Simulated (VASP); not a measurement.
# Pt (Fm-3m) in VASP: further runs

The runs below take Pt through single point, with PBEsol, PBE, r2SCAN.

Everything below comes from runs of VASP 6.6.1. Logs are shortened: lines on timing, memory, paths and dates and some standing lists are left out, and cuts for length are marked.

## (1) The cell of the first run

Symmetry: Fm-3m, No. 225, cubic system. The conventional cell has a = 3.920 Å, b = 3.920 Å, c = 3.920 Å, α = 90.00°, β = 90.00°, γ = 90.00°. Within 3.7 Å of Pt (site symmetry m-3m) lie 12 Pt at 2.77 Å.

## (2) Single point, PBEsol

File INCAR:

```
  PREC = Accurate
  ENCUT = 500
  EDIFF = 1E-6
  ISMEAR = -1
  SIGMA = 0.05
  LREAL = False
  LASPH = True
  NELM = 120
  ALGO = Normal
  ISIF = 2
  LWAVE = False
  LCHARG = False
  GGA = PS
  NBANDS = 11
  GGA_COMPAT = False
```

File KPOINTS:

```
Automatic mesh
0
Gamma
  11 11 11
```

File POSCAR:

```
Pt
1.0
    0.0000000000      1.9600000000      1.9600000000
    1.9600000000      0.0000000000      1.9600000000
    1.9600000000      1.9600000000      0.0000000000
Pt
1
Direct
    0.0000000000      0.0000000000      0.0000000000
```

Potentials or basis: VASP PAW PBE potentials, release 64 (Pt).

Launch:

```bash
$ cat potpaw_PBE.64/Pt/POTCAR > POTCAR
$ mpirun -np 1 vasp_std > vasp.out
```

OUTCAR:

```text
PREC = Accurate
   ENCUT = 500
   EDIFF = 1E-6
   ISMEAR = -1
   LREAL = False
   LASPH = True
   NELM = 120
   ISIF = 2
   GGA = PS

 ion  position               nearest neighbor table
   1  0.000  0.000  0.000-

  LATTYP: Found a face centered cubic cell.
 ALAT       =     3.9200000000

  Lattice vectors:

 A1 = (   0.0000000000,   1.9600000000,   1.9600000000)
 A2 = (   1.9600000000,   0.0000000000,   1.9600000000)
 A3 = (   1.9600000000,   1.9600000000,   0.0000000000)

Analysis of symmetry for initial positions (statically):
=====================================================================
 Subroutine PRICEL returns:
 Original cell was already a primitive cell.

 Routine SETGRP: Setting up the symmetry group for a
 face centered cubic supercell.

 Subroutine GETGRP returns: Found 48 space group operations
 (whereof 48 operations were pure point group operations)
 out of a pool of 48 trial point group operations.

The static configuration has the point symmetry O_h .

Analysis of symmetry for dynamics (positions and initial velocities):
=====================================================================
 Subroutine PRICEL returns:
 Original cell was already a primitive cell.

 Routine SETGRP: Setting up the symmetry group for a
 face centered cubic supercell.

 Subroutine GETGRP returns: Found 48 space group operations
 (whereof 48 operations were pure point group operations)
 out of a pool of 48 trial point group operations.

The dynamic configuration has the point symmetry O_h .

 Subroutine INISYM returns: Found 48 space group operations
 (whereof 48 operations are pure point group operations),
 and found     1 'primitive' translations

----------------------------------------------------------------------------------------

                                     Primitive cell

  volume of cell :      15.0591

  direct lattice vectors                    reciprocal lattice vectors
     0.000000000  1.960000000  1.960000000    -0.255102041  0.255102041  0.255102041
     1.960000000  0.000000000  1.960000000     0.255102041 -0.255102041  0.255102041
     1.960000000  1.960000000  0.000000000     0.255102041  0.255102041 -0.255102041

  length of vectors
     2.771858582  2.771858582  2.771858582     0.441849696  0.441849696  0.441849696

  position of ions in fractional coordinates (direct lattice)
     0.000000000  0.000000000  0.000000000

  ion indices of the primitive-cell ions
   primitive index   ion index
                 1           1

----------------------------------------------------------------------------------------

 KPOINTS: Automatic mesh

Automatic generation of k-mesh.
 Grid dimensions read from file:
 generate k-points for:   11   11   11

 Generating k-lattice:

  Cartesian coordinates                     Fractional coordinates (reciprocal lattice)
    -0.023191095  0.023191095  0.023191095     0.090909091  0.000000000  0.000000000
     0.023191095 -0.023191095  0.023191095     0.000000000  0.090909091  0.000000000
     0.023191095  0.023191095 -0.023191095     0.000000000  0.000000000  0.090909091

  Length of vectors
     0.040168154  0.040168154  0.040168154

  Shift w.r.t. Gamma in fractional coordinates (k-lattice)
     0.000000000  0.000000000  0.000000000

 Subroutine IBZKPT returns following result:
 ===========================================

 Found     56 irreducible k-points:

 Following reciprocal coordinates:
            Coordinates               Weight
  0.000000  0.000000  0.000000      1.000000
  0.090909  0.000000  0.000000      8.000000
  0.181818  0.000000  0.000000      8.000000
  0.272727  0.000000  0.000000      8.000000
  0.363636  0.000000  0.000000      8.000000
  0.454545  0.000000  0.000000      8.000000
[... 16 lines left out ...]
 -0.272727  0.181818  0.000000     24.000000
 -0.181818  0.181818  0.000000     12.000000
 [... further k-points ...]
   k-points           NKPTS =     56   k-points in BZ     NKDIM =     56   number of bands    NBANDS=     11
   number of dos      NEDOS =    301   number of ions     NIONS =      1
   total plane-waves  NPLWV =   8000
   dimension x,y,z NGX =    20 NGY =   20 NGZ =   20
   dimension x,y,z NGXF=    40 NGYF=   40 NGZF=   40
   ions per type =               1
   NGX,Y,Z   is equivalent  to a cutoff of  12.00, 12.00, 12.00 a.u.
   NGXF,Y,Z  is equivalent  to a cutoff of  23.99, 23.99, 23.99 a.u.
 SYSTEM =  unknown system
   PREC   = accura    normal or accurate (medium, high low for compatibility)
   ISTART =      0    job   : 0-new  1-cont  2-samecut
   ICHARG =      2    charge: 1-file 2-atom 10-const
   ISPIN  =      1    spin polarized calculation?
   LNONCOLLINEAR =      F non collinear calculations
   LSORBIT =      F    spin-orbit coupling
   LASPH  =      T    aspherical Exc in radial PAW
   ENCUT  =  500.0 eV  36.75 Ry    6.06 a.u.   5.05  5.05  5.05*2*pi/ulx,y,z
   NELM   =    120;   NELMIN=  2; NELMDL= -5     # of ELM steps
   EDIFF  = 0.1E-05   stopping-criterion for ELM
   LREAL  =      F    real-space projection
   EDIFFG = 0.1E-04   stopping-criterion for IOM
   NSW    =      0    number of steps for IOM
   IBRION =     -1    ionic relax: 0-MD 1-quasi-New 2-CG
   NFREE  =      0    steps in history (QN), initial steepest desc. (CG)
   ISIF   =      2    stress and relaxation
   ISYM   =      2    0-nonsym 1-usesym 2-fastsym
   POTIM  = 0.5000    time-step for ionic-motion
   TEBEG  =    0.0;   TEEND  =   0.0 temperature during run
   PSTRESS=    0.0 pullay stress
   NELECT =      10.0000    total number of electrons
   NUPDOWN=      -1.0000    fix difference up-down
   EMIN   =  10.00;   EMAX   =-10.00  energy-range for DOS
   EFERMI =   0.00;   METHOD = LEGACY
   ISMEAR =    -1;   SIGMA  =   0.05  broadening in eV -4-tet -1-fermi 0-gaus
   EFERMI_NEDOS =   21; number of points for ismear=-14 and -15
   IALGO  =     38    algorithm
   IMIX   =      4    mixing-type and parameters
     AMIX     =   0.40;   BMIX     =  1.00
     AMIX_MAG =   1.60;   BMIX_MAG =  1.00
  volume/ion in A,a.u.               =      15.06       101.62
  Fermi-wavevector in a.u.,A,eV,Ry     =   1.428265  2.699029 27.755077  2.039941
  Thomas-Fermi vector in A             =   2.548345
   LORBIT       =      0    0 simple, 1 ext, 2 COOP (PROOUT), +10 PAW based schemes
   GGA     = PS    functional components
   LHFCALC =     F    Hartree Fock is set to
   AEXX    =    0.0000 exact exchange contribution
   IVDW    =     0    specifies the selected vdW correction
   LEPSILON=     F    determine dielectric tensor
   LRPA    =     F    only Hartree local field effects (RPA)
 non-spin polarized calculation
  energy-cutoff  :      500.00
  volume of cell :       15.06
 maximum number of plane-waves:       390
   NGX = 11   NGY = 11   NGZ = 11

 number of electron      10.0000001 magnetization

 Free energy of the ion-electron system (eV)
  ---------------------------------------------------
  ext. energy  EPLUGINS =         0.00000000
  ---------------------------------------------------
  free energy    TOTEN  =        -6.97947277 eV

  energy without entropy =       -6.96237396  energy(sigma->0) =       -6.97092337

 E-fermi :  11.0773     XC(G=0): -13.6383

 val. band max:       11.0709452516   @ k =  -0.4545   0.1818   0.0000
 cond. band min:      11.0797041721   @ k =   0.4545   0.0000   0.0000
 fundamental gap:      0.0087589205
 Fermi energy:        11.0773182975

 k-point     1 :       0.0000    0.0000    0.0000
  band No.  band energies     occupation
      1       0.8122      2.00000
      2       7.3013      2.00000
      3       7.3013      2.00000
      4       7.3013      2.00000
      5       9.4860      2.00000
      6       9.4860      2.00000
      7      25.7446      0.00000
      8      30.7125      0.00000
      9      30.7125      0.00000
     10      30.7125      0.00000
     11      36.0190      0.00000

 k-point     2 :       0.0909    0.0000    0.0000
  band No.  band energies     occupation
      1       1.1420      2.00000
      2       7.1587      2.00000
      3       7.4284      2.00000
      4       7.4284      2.00000
      5       9.4186      2.00000
      6       9.4186      2.00000
      7      26.2488      0.00000
      8      29.1790      0.00000
      9      31.2203      0.00000
     10      31.2203      0.00000
     11      37.5265      0.00000

 k-point     3 :       0.1818    0.0000    0.0000
  band No.  band energies     occupation
      1       2.0400      2.00000
      2       6.9023      2.00000
      3       7.6611      2.00000
      4       7.6611      2.00000
      5       9.3964      2.00000
      6       9.3964      2.00000
      7      26.5594      0.00000
      8      27.3186      0.00000
      9      32.6061      0.00000
     10      32.6061      0.00000
     11      35.5790      0.00000

 k-point     4 :       0.2727    0.0000    0.0000
  band No.  band energies     occupation
      1       3.1094      2.00000
      2       7.0638      2.00000
      3       7.6457      2.00000
      4       7.6457      2.00000
      5       9.8078      2.00000
      6       9.8078      2.00000
      7      23.6104      0.00000
      8      27.2969      0.00000
      9      33.7651      0.00000
     10      33.7651      0.00000
     11      34.7962      0.00000
[... 239 lines left out ...]
 k-point    22 :      -0.3636    0.1818    0.0000
  band No.  band energies     occupation
      1       4.7334      2.00000
      2       6.6805      2.00000
      3       7.7416      2.00000
      4       8.0618      2.00000
      5      10.3493      2.00000
      6      13.5795      0.00000
      7      18.6436      0.00000
      8      25.5227      0.00000
      9      27.9953      0.00000
     10      30.6372      0.00000
     11      36.4110      0.00000

 k-point    23 :      -0.2727    0.1818    0.0000
  band No.  band energies     occupation
      1       4.6328      2.00000
      2       6.6536      2.00000
      3       7.1166      2.00000
      4       8.2194      2.00000
      5       9.3855      2.00000
      6      12.2527      0.00000
      7      21.8691      0.00000
      8      25.9268      0.00000
      9      28.5717      0.00000
     10      33.4216      0.00000
     11      33.4830      0.00000

 k-point    24 :      -0.1818    0.1818    0.0000
  band No.  band energies     occupation
      1       3.7590      2.00000
      2       6.3798      2.00000
      3       7.5002      2.00000
      4       8.4853      2.00000
      5       8.5589      2.00000
      6      11.0330      1.41626
      7      24.5609      0.00000
      8      27.1505      0.00000
      9      30.1127      0.00000
     10      31.2567      0.00000
     11      35.7637      0.00000

 [... further k-points ...]
[... 5 lines left out ...]
  --------------------------------------------------------------------------------------
  -------------------------------------------------------------------------------------
  Total       -0.1009314     -0.1009314     -0.1009314     -0.0000000     -0.0000000      0.0000000
  in kB      -10.7383738    -10.7383738    -10.7383738     -0.0000000     -0.0000000      0.0000000
  external PRESSURE =     -10.7383738 kB  Pullay stress =       0.0000000 kB

 VOLUME and BASIS-vectors are now :
 -----------------------------------------------------------------------------
  energy-cutoff  :      500.00
  volume of cell :       15.06
      direct lattice vectors                 reciprocal lattice vectors
     0.000000000  1.960000000  1.960000000    -0.255102041  0.255102041  0.255102041
     1.960000000  0.000000000  1.960000000     0.255102041 -0.255102041  0.255102041
     1.960000000  1.960000000  0.000000000     0.255102041  0.255102041 -0.255102041

 POSITION                                       TOTAL-FORCE (eV/Angst)
 -----------------------------------------------------------------------------------
      0.00000      0.00000      0.00000         0.000000      0.000000      0.000000
 -----------------------------------------------------------------------------------
    total drift:                                0.000000      0.000000      0.000000

  FREE ENERGIE OF THE ION-ELECTRON SYSTEM (eV)
  ---------------------------------------------------
  free  energy   TOTEN  =        -6.9794727723 eV

  energy  without entropy=       -6.9623739612  energy(sigma->0) =       -6.97092337
```

It used 4.7 s of CPU time on 1 thread of Intel Xeon 6975P-C, on a shared host.

What came out:

```yaml
Free_energy: -6.9795 eV
Pressure: -1.1 GPa
Band_gap_on_the_k_mesh: zero (band 5 reaches 11.51 eV, above the bottom of band 6 at 9.40 eV)
```

Caveat: the PAW data sets were made with another functional, which shifts forces and pressure a little; spin-orbit coupling is left out, which moves the levels of the heavy elements.

## (3) Single point, PBE

File INCAR:

```
SYSTEM = Pt
ALGO = Normal
EDIFF = 1E-6
ENCUT = 500
GGA = PE
GGA_COMPAT = .FALSE.
ISIF = 2
ISMEAR = -1
LASPH = .TRUE.
LCHARG = .FALSE.
LREAL = .FALSE.
LWAVE = .FALSE.
NBANDS = 11
NELM = 120
PREC = Accurate
SIGMA = 0.05
```

File KPOINTS:

```
k-points
0
G
  11 11 11
  0 0 0
```

POSCAR is that of step 2.

Potentials or basis: VASP PAW PBE potentials, release 64 (Pt).

Launch:

```bash
$ cat potpaw_PBE.64/Pt/POTCAR > POTCAR
$ mpirun -np 1 vasp_std > vasp.out
```

It took 5.5 s on 1 thread of Intel Xeon 6975P-C, shared host; peak memory 0.13 GiB.

Results (log left out):

| Item | Value |
| --- | --- |
| Free energy | -6.0966 eV |
| Pressure | 9.7 GPa |
| Band gap on the k mesh | zero (band 5 reaches 11.68 eV, above the bottom of band 6 at 9.56 eV) |

Levels at points of the mesh, in eV from the Fermi level:
| k point | band 3 | band 4 | band 5 | band 6 | band 7 | band 8 |
| --- | --- | --- | --- | --- | --- | --- |
| (0.00, 0.00, 0.00) | -3.76 | -3.76 | -1.60 | -1.60 | 14.69 | 19.66 |

Caveat: spin-orbit coupling is left out, which moves the levels of the heavy elements.

## (4) Single point, r2SCAN

POSCAR is that of step 3.

File INCAR.step1:

```
  ALGO = Normal
  EDIFF = 1E-5
  ENCUT = 550
  GGA = PE
  GGA_COMPAT = F
  ISMEAR = -1
  LASPH = T
  LCHARG = F
  LREAL = F
  LWAVE = T
  NBANDS = 11
  NELM = 120
  PREC = Accurate
  SIGMA = 0.05
```

File INCAR.step2:

```
  ALGO = Normal
  EDIFF = 1E-6
  ENCUT = 550
  GGA_COMPAT = F
  ISIF = 2
  ISMEAR = -1
  ISTART = 1
  LASPH = T
  LCHARG = F
  LMIXTAU = T
  LREAL = F
  LWAVE = F
  METAGGA = R2SCAN
  NBANDS = 11
  NELM = 120
  PREC = Accurate
  SIGMA = 0.05
```

File KPOINTS:

```
k-points
0
Gamma
  11 11 11
```

Potentials or basis: VASP PAW PBE potentials, release 64 (Pt).

Launch:

```bash
$ cat potpaw_PBE.64/Pt/POTCAR > POTCAR
$ cp INCAR.step1 INCAR
$ mpirun -np 1 vasp_std > vasp.out
$ cp INCAR.step2 INCAR
$ mpirun -np 1 vasp_std > vasp.out
```

OUTCAR:

```text
EDIFF = 1E-6
   ENCUT = 550
   ISIF = 2
   ISMEAR = -1
   ISTART = 1
   LASPH = T
   LREAL = F
   METAGGA = R2SCAN
   NELM = 120
   PREC = Accurate

 ion  position               nearest neighbor table
   1  0.000  0.000  0.000-

  LATTYP: Found a face centered cubic cell.
 ALAT       =     3.9200000000

  Lattice vectors:

 A1 = (   0.0000000000,   1.9600000000,   1.9600000000)
[... 514 lines left out ...]
      9      31.1264      0.00000
     10      32.2825      0.00000
     11      36.8771      0.00000

 [... further k-points ...]

------------------------ aborting loop because EDIFF is reached ----------------------------------------

  FORCE on cell =-STRESS in cart. coord.  units (eV):
  Direction    XX          YY          ZZ          XY          YZ          ZX
  --------------------------------------------------------------------------------------
  -------------------------------------------------------------------------------------
  Total        0.4551136      0.4551136      0.4551136      0.0000000      0.0000000      0.0000000
  in kB       48.4208222     48.4208222     48.4208222      0.0000000      0.0000000      0.0000000
  external PRESSURE =      48.4208222 kB  Pullay stress =       0.0000000 kB

 VOLUME and BASIS-vectors are now :
 -----------------------------------------------------------------------------
  energy-cutoff  :      550.00
  volume of cell :       15.06
      direct lattice vectors                 reciprocal lattice vectors
     0.000000000  1.960000000  1.960000000    -0.255102041  0.255102041  0.255102041
     1.960000000  0.000000000  1.960000000     0.255102041 -0.255102041  0.255102041
     1.960000000  1.960000000  0.000000000     0.255102041  0.255102041 -0.255102041

 POSITION                                       TOTAL-FORCE (eV/Angst)
 -----------------------------------------------------------------------------------
      0.00000      0.00000      0.00000         0.000000      0.000000      0.000000
 -----------------------------------------------------------------------------------
    total drift:                               -0.000000      0.000000     -0.000000

  FREE ENERGIE OF THE ION-ELECTRON SYSTEM (eV)
  ---------------------------------------------------
  free  energy   TOTEN  =       -51.5102605766 eV

  energy  without entropy=      -51.4936260330  energy(sigma->0) =      -51.50194330
```

OUTCAR.step1:

```text
EDIFF = 1E-5
   ENCUT = 550
   GGA = PE
   ISMEAR = -1
   LASPH = T
   LREAL = F
[... 550 lines left out ...]

 POSITION                                       TOTAL-FORCE (eV/Angst)
 -----------------------------------------------------------------------------------
      0.00000      0.00000      0.00000        -0.000000     -0.000000     -0.000000
 -----------------------------------------------------------------------------------
    total drift:                               -0.000000      0.000000     -0.000000

  FREE ENERGIE OF THE ION-ELECTRON SYSTEM (eV)
  ---------------------------------------------------
  free  energy   TOTEN  =        -6.0967438739 eV

  energy  without entropy=       -6.0795165950  energy(sigma->0) =       -6.08813023
```

Run time: 34 s. Hardware: 1 thread of Intel Xeon 6975P-C, shared host; peak memory 0.15 GiB.

Results:

| Item | Value |
| --- | --- |
| Free energy | -51.5103 eV |
| Pressure | 4.8 GPa |
| Band gap on the k mesh | zero (band 5 reaches 11.46 eV, above the bottom of band 6 at 9.20 eV) |

Caveat: the PAW data sets were made with another functional, which shifts forces and pressure a little; spin-orbit coupling is left out, which moves the levels of the heavy elements.

## (5) The runs side by side

| level | cutoff (eV) | gap on the mesh (eV) | pressure (GPa) |
| --- | --- | --- | --- |
| PBEsol | 500 | none | -1.1 |
| PBE | 500 | none | 9.7 |
| r2SCAN | 550 | none | 4.8 |

Alike in all rows: task single point; potentials or basis VASP PAW PBE potentials, release 64 (Pt); no spin polarisation; cell as given; k mesh 11 × 11 × 11; smearing fermi-dirac 0.05 eV.

Every run on the cell as given and a fine mesh finds a metal. The pressure there spans -1.1 GPa (PBEsol) to 9.7 GPa (PBE); a positive pressure means that this level wants a larger cell, a negative one a smaller.

Caveats: spin-orbit coupling is left out, which moves the levels of the heavy elements; the PAW data sets were made with another functional, which shifts forces and pressure a little (some runs).

Absolute energies hang on the potentials; compare differences alone.
